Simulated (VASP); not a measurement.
A run of VASP 6.6.1:

Contents of INCAR:

```
SYSTEM = MgO
  ALGO = Normal
  EDIFF = 1E-7
  ENCUT = 520
  GGA = PS
  ISIF = 2
  ISMEAR = 0
  LASPH = .TRUE.
  LCHARG = .FALSE.
  LREAL = .FALSE.
  LWAVE = .FALSE.
  NBANDS = 26
  NELM = 80
  PREC = Accurate
  SIGMA = 0.05
```

The input KPOINTS:

```
k-points
0
G
  6 6 6
  0 0 0
```

The input POSCAR:

```
MgO
1.0
    4.2142114404      0.0000000000      0.0000000000
    0.0000000000     -4.2142114404      0.0000000000
    0.0000000000      0.0000000000     -4.2142114404
Mg O
4 4
Direct
    0.0000000000      0.0000000000      0.0000000000
    0.5000000000      0.5000000000      0.0000000000
    0.5000000000      0.0000000000      0.5000000000
    0.0000000000      0.5000000000      0.5000000000
    0.5474584635      0.0000000000      0.0000000000
    0.0000000000      0.5000000000      0.0000000000
    0.0000000000      0.0000000000      0.5000000000
    0.5000000000      0.5000000000      0.5000000000
```

Potentials or basis: VASP PAW PBE potentials, release 64 (Mg, O).

Run with:

```bash
$ cat potpaw_PBE.64/Mg/POTCAR potpaw_PBE.64/O/POTCAR > POTCAR
$ mpirun -np 1 vasp_std > vasp.out
```

Hardware: 1 thread of Intel(R) Xeon(R) Platinum 8259CL CPU @ 2.50GHz (Skylake/Cascade Lake), on a shared host.

Problem. How long does it take, and how much memory?

Solution. It took 46 s on 1 thread of Intel(R) Xeon(R) Platinum 8259CL CPU @ 2.50GHz (Skylake/Cascade Lake) (shared host), peak memory 0.21 GiB. Counts: scf iterations 14, k points 40.
